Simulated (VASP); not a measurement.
# Rb (I4/mmm) in VASP: a series of runs, part 2 of 2

VASP 6.6.1.

### Step 3. Single point, PBEsol (strain +0.030 along x and y, +0.000 along z)

Input file INCAR:

```
PREC = Accurate
ENCUT = 520
EDIFF = 1E-6
ISMEAR = 0
SIGMA = 0.15
LREAL = False
LASPH = True
NELM = 100
ALGO = Fast
ISIF = 2
LWAVE = False
LCHARG = False
GGA = PS
NBANDS = 10
```

Input file KPOINTS:

```
Automatic mesh
0
Gamma
  12 12 12
```

Input file POSCAR:

```
Rb
1.0
   -2.8901800000      2.8901800000      2.8060000000
    2.8901800000     -2.8901800000      2.8060000000
    2.8901800000      2.8901800000     -2.8060000000
Rb
1
Direct
    0.0000000000      0.0000000000      0.0000000000
```

Potentials or basis: VASP PAW PBE potentials, release 64 (Rb_sv).

Command:

```sh
> cat potpaw_PBE.64/Rb_sv/POTCAR > POTCAR
> mpirun -np 1 vasp_std > vasp.out
```

OUTCAR:

```text
PREC = Accurate
   ENCUT = 520
   EDIFF = 1E-6
   ISMEAR = 0
   LREAL = False
   LASPH = True
   NELM = 100
   ISIF = 2
   GGA = PS

 ion  position               nearest neighbor table
   1  0.000  0.000  0.000-

  LATTYP: Found a body centered tetragonal cell.
 ALAT       =     5.7803600000
 C/A-ratio  =     0.9708737864

  Lattice vectors:

 A1 = (  -2.8901800000,   2.8901800000,   2.8060000000)
 A2 = (   2.8901800000,  -2.8901800000,   2.8060000000)
 A3 = (   2.8901800000,   2.8901800000,  -2.8060000000)

Analysis of symmetry for initial positions (statically):
=====================================================================
 Subroutine PRICEL returns:
 Original cell was already a primitive cell.

 Routine SETGRP: Setting up the symmetry group for a
 body centered tetragonal supercell.

 Subroutine GETGRP returns: Found 16 space group operations
 (whereof 16 operations were pure point group operations)
 out of a pool of 16 trial point group operations.

The static configuration has the point symmetry D_4h.

Analysis of symmetry for dynamics (positions and initial velocities):
[... 160 lines left out ...]

 val. band max:       -0.1465900176   @ k =   0.3333   0.0833   0.0833
 cond. band min:      -0.1194786139   @ k =   0.5000   0.3333   0.0000
 fundamental gap:      0.0271114037
 Fermi energy:        -0.1225557064

 k-point     1 :       0.0000    0.0000    0.0000
  band No.  band energies     occupation
      1     -28.9918      2.00000
      2     -13.0414      2.00000
      3     -13.0414      2.00000
      4     -13.0413      2.00000
      5      -2.0516      2.00000
      6       3.4397      0.00000
      7       3.5891      0.00000
      8       3.5891      0.00000
      9       4.3573      0.00000
     10       4.5647      0.00000
[... 287 lines left out ...]
 k-point    24 :      -0.4167    0.1667   -0.0000
  band No.  band energies     occupation
      1     -28.9888      2.00000
      2     -13.1069      2.00000
      3     -13.0673      2.00000
      4     -13.0476      2.00000
      5      -0.6638      2.00000
      6       1.7667      0.00000
      7       2.2683      0.00000
      8       4.1070      0.00000
      9       4.3157      0.00000
     10       4.9506      0.00000

 [... further k-points ...]
[... 5 lines left out ...]
  --------------------------------------------------------------------------------------
  -------------------------------------------------------------------------------------
  Total       -0.1214936     -0.1214936     -0.1173036      0.0000000     -0.0000000      0.0000000
  in kB       -2.0761867     -2.0761867     -2.0045854      0.0000000     -0.0000000      0.0000000
  external PRESSURE =      -2.0523196 kB  Pullay stress =       0.0000000 kB

 VOLUME and BASIS-vectors are now :
 -----------------------------------------------------------------------------
  energy-cutoff  :      520.00
  volume of cell :       93.76
      direct lattice vectors                 reciprocal lattice vectors
    -2.890180000  2.890180000  2.806000000     0.000000000  0.172999606  0.178189594
     2.890180000 -2.890180000  2.806000000     0.172999606  0.000000000  0.178189594
     2.890180000  2.890180000 -2.806000000     0.172999606  0.172999606  0.000000000

 POSITION                                       TOTAL-FORCE (eV/Angst)
 -----------------------------------------------------------------------------------
      0.00000      0.00000      0.00000        -0.000000     -0.000000      0.000000
 -----------------------------------------------------------------------------------
    total drift:                               -0.000000      0.000000     -0.000000

  FREE ENERGIE OF THE ION-ELECTRON SYSTEM (eV)
  ---------------------------------------------------
  free  energy   TOTEN  =        -1.0241851858 eV

  energy  without entropy=       -1.0129585245  energy(sigma->0) =       -1.01857186
```

OSZICAR:

```text
N       E                     dE             d eps       ncg     rms          rms(c)
DAV:   1     0.434316689173E+02    0.43432E+02   -0.32507E+03  3260   0.654E+02
DAV:   2     0.189353274626E+01   -0.41538E+02   -0.40466E+02  3624   0.125E+02
DAV:   3    -0.902344459226E+00   -0.27959E+01   -0.27902E+01  4250   0.329E+01
DAV:   4    -0.102145414059E+01   -0.11911E+00   -0.11882E+00  4678   0.588E+00
DAV:   5    -0.102372961934E+01   -0.22755E-02   -0.22752E-02  4390   0.696E-01    0.106E+00
RMM:   6    -0.102362146500E+01    0.10815E-03   -0.15498E-03  3782   0.250E-01    0.648E-01
RMM:   7    -0.102409712059E+01   -0.47566E-03   -0.37198E-03  4005   0.372E-01    0.490E-02
RMM:   8    -0.102417991426E+01   -0.82794E-04   -0.20104E-04  4820   0.937E-02    0.711E-03
RMM:   9    -0.102418397783E+01   -0.40636E-05   -0.48576E-05  5414   0.335E-02    0.570E-03
RMM:  10    -0.102418506990E+01   -0.10921E-05   -0.78507E-06  5193   0.147E-02    0.359E-03
RMM:  11    -0.102418518575E+01   -0.11585E-06   -0.28778E-06  4376   0.763E-03
   1 F= -.10241852E+01 E0= -.10185719E+01  d E =-.112267E-01
```

It took 2 min on 1 thread of Intel Xeon Platinum 8488C (Sapphire Rapids), shared host; peak memory 0.32 GiB.

What came out:

| Quantity | Value |
| --- | --- |
| Free energy | -1.0242 eV |
| Pressure | -0.2 GPa |
| Band gap on the k mesh | zero (an odd number of electrons rules out a gap without spin polarisation) |

Caveat: the cell differs from its parent crystal (strain +0.030 along x and y, +0.000 along z); the PAW data sets were made with another functional, which shifts forces and pressure a little.

### Step 4. Single point, PBEsol (strain -0.030 along x and y, -0.015 along z)

Input file INCAR:

```
SYSTEM = Rb
PREC     = Accurate       ! precision mode
ENCUT    = 520            ! plane-wave cutoff, eV
EDIFF    = 1E-6           ! SCF threshold, eV
ISMEAR   = 0              ! smearing method
SIGMA    = 0.15           ! smearing width, eV
LREAL    = .FALSE.        ! projectors in reciprocal space
LASPH    = .TRUE.         ! aspherical terms in the spheres
NELM     = 60             ! most SCF steps
ALGO     = Fast           ! electronic algorithm
ISIF     = 2              ! what is computed and relaxed
LWAVE    = .FALSE.        ! write WAVECAR
LCHARG   = .TRUE.         ! write CHGCAR
GGA      = PS             ! functional
LELF     = .TRUE.         ! ELF
LVHAR    = .TRUE.       
NBANDS   = 10             ! bands
```

Input file KPOINTS:

```
Automatic mesh
0
G
  12 12 12
  0 0 0
```

Input file POSCAR:

```
Rb
1.0
   -2.7218200000      2.7218200000      2.7639100000
    2.7218200000     -2.7218200000      2.7639100000
    2.7218200000      2.7218200000     -2.7639100000
Rb
1
Direct
    0.0000000000      0.0000000000      0.0000000000
```

Command:

```sh
> cat potpaw_PBE.64/Rb_sv/POTCAR > POTCAR
> mpirun -np 1 vasp_std > vasp.out
```

It took 76 s on 1 thread of Intel Xeon Platinum 8488C (Sapphire Rapids), shared host; peak memory 0.28 GiB.

The run converged. Its results:

- Free energy: -1.0267 eV
- Pressure: 0.2 GPa
- Band gap on the k mesh: zero (an odd number of electrons rules out a gap without spin polarisation)

Levels at points of the mesh, in eV from the Fermi level:
```
           k point  band 3  band 4  band 5  band 6  band 7  band 8
(0.00, 0.00, 0.00)  -12.83  -12.83   -2.11    3.75    3.75    3.84
(0.50, 0.00, 0.00)  -12.88  -12.83    0.20    0.86    2.63    4.47
(0.50, 0.50, 0.00)  -12.88  -12.83    0.23    0.90    2.55    4.54
(0.50, 0.50, 0.50)  -12.93  -12.93    1.17    1.21    3.43    3.58
```

Caveat: the cell differs from its parent crystal (strain -0.030 along x and y, -0.015 along z); the PAW data sets were made with another functional, which shifts forces and pressure a little.

### Step 5. Overview

| cell | further INCAR settings | gap on the mesh (eV) | pressure (GPa) |
| --- | --- | --- | --- |
| a = 4.909 Å, angles 110.3, 110.3, 107.9°, 1 atom | ALGO = Fast; EDIFF = 1e-07; NBANDS = 10 | none | -0.1 |
| a = 4.958 Å, angles 108.7, 108.7, 111.1°, 1 atom | ALGO = Fast; EDIFF = 1e-06; NBANDS = 10 | none | -0.2 |
| a = 4.739 Å, angles 109.9, 109.9, 108.6°, 1 atom | ALGO = Fast; EDIFF = 1e-06; NBANDS = 10 | none | 0.2 |

Alike in all rows: task single point; level PBEsol; potentials or basis VASP PAW PBE potentials, release 64 (Rb_sv); no spin polarisation; k mesh 12 × 12 × 12; cutoff (eV) 520; smearing gaussian 0.15 eV.

Caveats: the PAW data sets were made with another functional, which shifts forces and pressure a little.

Absolute energies hang on the potentials; compare differences alone.
